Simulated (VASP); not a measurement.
A run of VASP 6.6.1 is set up as follows.

The input INCAR:

```
SYSTEM = ScC3
PREC     = Accurate       ! precision mode
ENCUT    = 520            ! plane-wave cutoff, eV
EDIFF    = 1E-7           ! SCF threshold, eV
ISMEAR   = 0              ! smearing method
SIGMA    = 0.1            ! smearing width, eV
LREAL    = .FALSE.        ! projectors in reciprocal space
LASPH    = .TRUE.         ! aspherical terms in the spheres
NELM     = 100            ! most SCF steps
ALGO     = Normal         ! electronic algorithm
ISIF     = 2              ! what is computed and relaxed
LWAVE    = .FALSE.        ! write WAVECAR
LCHARG   = .FALSE.        ! write CHGCAR
GGA      = PE             ! functional
NBANDS   = 33             ! bands
```

KPOINTS

```
regular mesh
0
G
  6 6 4
  0 0 0
```

The input POSCAR:

```
ScC3
1.0
    4.5216344975      0.0000000000      0.0000000000
   -2.2608172488      3.9158503415      0.0000000000
    0.0000000000      0.0000000000      5.3218352524
Sc C
2 6
Direct
    0.3333333333      0.6666666667      0.2500000000
    0.6666666667      0.3333333333      0.7500000000
    0.8946992449      0.7893984899      0.2500000000
    0.1053007551      0.8946992449      0.7500000000
    0.2106015101      0.1053007551      0.2500000000
    0.1053007551      0.2106015101      0.7500000000
    0.8946992449      0.1053007551      0.2500000000
    0.7893984899      0.8946992449      0.7500000000
```

Potentials or basis: VASP PAW PBE potentials, release 64 (Sc_sv, C).

Launch:

```console
$ cat potpaw_PBE.64/Sc_sv/POTCAR potpaw_PBE.64/C/POTCAR > POTCAR
$ mpirun -np 1 vasp_std > vasp.out
```

(1) Predict the largest force.

(2) What does it give for the band gap on the k mesh?

(3) Estimate the pressure.

Results:

(1) 0.170 eV/Å.

(2) zero (bands 23 and 24 overlap by 3.04 eV).

(3) 0.8 GPa.
